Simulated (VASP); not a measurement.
A run of VASP 6.6.1 is set up as follows.

The input POSCAR:

```
YbBiSb2O4
1.0
    3.7042288940      0.0000000000      0.0000000000
    0.0000000000      3.7042288940      0.0000000000
    0.0000000000      0.0000000000     10.7205339357
Bi Yb Sb O
1 1 2 4
Direct
    0.0000000000      0.0000000000      0.5000000000
    0.0000000000      0.0000000000      0.0000000000
    0.5000000000      0.5000000000      0.7707541405
    0.5000000000      0.5000000000      0.2292458595
    0.5000000000      0.0000000000      0.8657366995
    0.0000000000      0.5000000000      0.8657366995
    0.5000000000      0.0000000000      0.1342633005
    0.0000000000      0.5000000000      0.1342633005
```

The input INCAR.step1:

```
SYSTEM = YbBiSb2O4
ALGO     = All            ! electronic algorithm
EDIFF    = 1E-5           ! SCF threshold, eV
ENCUT    = 880            ! plane-wave cutoff, eV
GGA      = PE             ! functional
GGA_COMPAT= .False.      
ISEARCH  = 1            
ISMEAR   = -1             ! smearing method
KPAR     = 4            
LASPH    = .True.         ! aspherical terms in the spheres
LCHARG   = .False.        ! write CHGCAR
LMAXMIX  = 6              ! l up to which the mixer works
LREAL    = .False.        ! projectors in reciprocal space
LWAVE    = .True.         ! write WAVECAR
NBANDS   = 46             ! bands
NELM     = 300            ! most SCF steps
PREC     = Accurate       ! precision mode
SIGMA    = 0.1            ! smearing width, eV
```

The input INCAR.step2:

```
SYSTEM = YbBiSb2O4
ALGO     = All            ! electronic algorithm
EDIFF    = 1E-6           ! SCF threshold, eV
ENCUT    = 880            ! plane-wave cutoff, eV
GGA_COMPAT= .False.      
ISEARCH  = 1            
ISIF     = 2              ! what is computed and relaxed
ISMEAR   = -1             ! smearing method
ISTART   = 1            
KPAR     = 4            
LASPH    = .True.         ! aspherical terms in the spheres
LCHARG   = .True.         ! write CHGCAR
LMAXMIX  = 6              ! l up to which the mixer works
LMIXTAU  = .True.       
LREAL    = .False.        ! projectors in reciprocal space
LVHAR    = .True.       
LWAVE    = .False.        ! write WAVECAR
METAGGA  = R2SCAN         ! meta-GGA
NBANDS   = 46             ! bands
NELM     = 300            ! most SCF steps
PREC     = Accurate       ! precision mode
SIGMA    = 0.1            ! smearing width, eV
```

File KPOINTS:

```
k-points
0
Gamma
  5 5 2
  0 0 0
```

Potentials or basis: VASP PAW PBE potentials, release 64 (Bi_d, Yb, Sb, O).

Run with:

```bash
$ cat potpaw_PBE.64/Bi_d/POTCAR potpaw_PBE.64/Yb/POTCAR potpaw_PBE.64/Sb/POTCAR potpaw_PBE.64/O/POTCAR > POTCAR
$ cp INCAR.step1 INCAR
$ mpirun -np 4 vasp_std > vasp.out
$ cp INCAR.step2 INCAR
$ mpirun -np 4 vasp_std > vasp.out
```

Question: Estimate the pressure.

Answer: 0.0 GPa.

Question: Estimate the band gap on the k mesh.

Answer: Zero (an odd number of electrons rules out a gap without spin polarisation).

Question: What does it give for the largest force?

Answer: 0.028 eV/Å.

Forces in eV/Å, atoms in the order of the input:
```
Bi   0.000  0.000  0.000
Yb   0.000  0.000  0.000
Sb   0.000  0.000 -0.028
Sb   0.000  0.000  0.028
O    0.000  0.000 -0.010
O    0.000  0.000 -0.010
O    0.000  0.000  0.010
O    0.000  0.000  0.010
```

Caveat: the PAW data sets were made with another functional, which shifts forces and pressure a little; spin-orbit coupling is left out, which moves the levels of the heavy elements; an odd number of electrons without spin polarisation forces a metal; a magnetic or distorted state may lie lower. Spin polarisation is off, so any magnetic state and its effect on volume and gap are missing.
